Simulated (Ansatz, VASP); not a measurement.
# In3As: VASP beside Ansatz

```
CELL_PARAMETERS angstrom
3.03403 0.00000 0.00000
0.00000 3.03403 0.00000
0.00000 0.00000 11.38311
ATOMIC_POSITIONS crystal
In 0.50000 0.50000 0.24238
In 0.50000 0.50000 0.75762
In 0.00000 0.00000 0.00000
As 0.50000 0.50000 0.50000
```

Alike in both runs: functional PBE; k mesh 6 × 6 × 2; occupations gaussian, width 0.1 eV; no spin polarisation.

Ansatz relaxed the structure, and its values are those at the end. VASP's run is a single point on that final structure, the one shown.

```csv
,VASP,Ansatz
version,VASP 6.6.1,Ansatz 0.2.0
potentials or method,"VASP PAW PBE potentials, release 64 (In_d, As), cutoff 520 eV","scalar-relativistic, plane waves, PAW"
valence electrons in the cell,44,54
```

|  | VASP | Ansatz | Ansatz less VASP |
| --- | --- | --- | --- |
| gap on the k mesh at the Fermi level (eV) | none | none | - |
| pressure (GPa) | 0.0 | 0.0 | 0.00 |

A gap of «none» marks a metal or a gap that the smearing closes. With one functional, cell and mesh, what is left measures potentials, basis and numerics. VASP's potentials hold 44 valence electrons a cell and Ansatz's 54, so a difference there can come from the potentials and not from the codes.
